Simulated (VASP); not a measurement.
Ca, 1 atom in the cell. Symmetry: Fm-3m, No. 225, cubic system. Conventional cell: a = 5.525 Å, b = 5.525 Å, c = 5.525 Å, α = 90.00°, β = 90.00°, γ = 90.00°. Within 5.1 Å of Ca (site symmetry m-3m) lie 12 Ca at 3.91 Å. 

| Item | Value |
| --- | --- |
| Program | VASP 6.6.1 |
| Task | single point |
| Functional | PBE |
| Potentials or basis | VASP PAW PBE potentials, release 64 (Ca_sv) |
| Cutoff | 520 eV |
| k mesh | 10 × 10 × 10 |
| Occupations | methfessel-paxton, width 0.03 eV |
| Spin | no spin polarisation |
| Dipole correction | no |
| Further INCAR settings | ALGO = Normal; EDIFF = 1e-06; NBANDS = 11 |

Potentials or basis: VASP PAW PBE potentials, release 64 (Ca_sv).

Run with:

```bash
$ cat potpaw_PBE.64/Ca_sv/POTCAR > POTCAR
$ mpirun -np 1 vasp_std > vasp.out
```

Hardware: 1 thread of Intel Xeon 8259CL, on a shared host.

Q: Estimate the wall time of this run.

A: Run time: 30 s on 1 thread of Intel Xeon 8259CL (shared host), peak memory 0.17 GiB. Counts: scf iterations 10, k points 47.
